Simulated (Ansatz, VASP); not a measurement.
Two plane-wave programs on Pt

```
Pt
1.0
    -1.49081    1.49081    1.78897
     1.49081   -1.49081    1.78897
     1.49081    1.49081   -1.78897
Pt
1
Cartesian
  0.0000 0.0000 0.0000
```

Alike in both runs: task single point; functional LDA; k mesh 24 × 24 × 24; occupations gaussian, width 0.15 eV; no spin polarisation.

|  | VASP | Ansatz |
| --- | --- | --- |
| version | VASP 6.6.1 | Ansatz 0.2.0 |
| potentials or method | VASP PAW LDA potentials, release 64 (Pt), cutoff 520 eV | scalar-relativistic, plane waves, PAW |
| valence electrons in the cell | 10 | 18 |

```csv
,VASP,Ansatz,Ansatz less VASP
gap on the k mesh at the Fermi level (eV),none,none,-
pressure (GPa),-16.7,-17.3,-0.55
"traceless stress, the component that is largest in VASP (GPa)",4.14,4.12,-0.021
```

LDA's correlation is that of Perdew and Zunger in VASP and of Perdew and Wang (1992) in Ansatz. A gap of «none» marks a metal or a gap that the smearing closes. VASP's potentials hold 10 valence electrons a cell and Ansatz's 18, so a difference there can come from the potentials and not from the codes.

Spin-orbit coupling is off throughout.
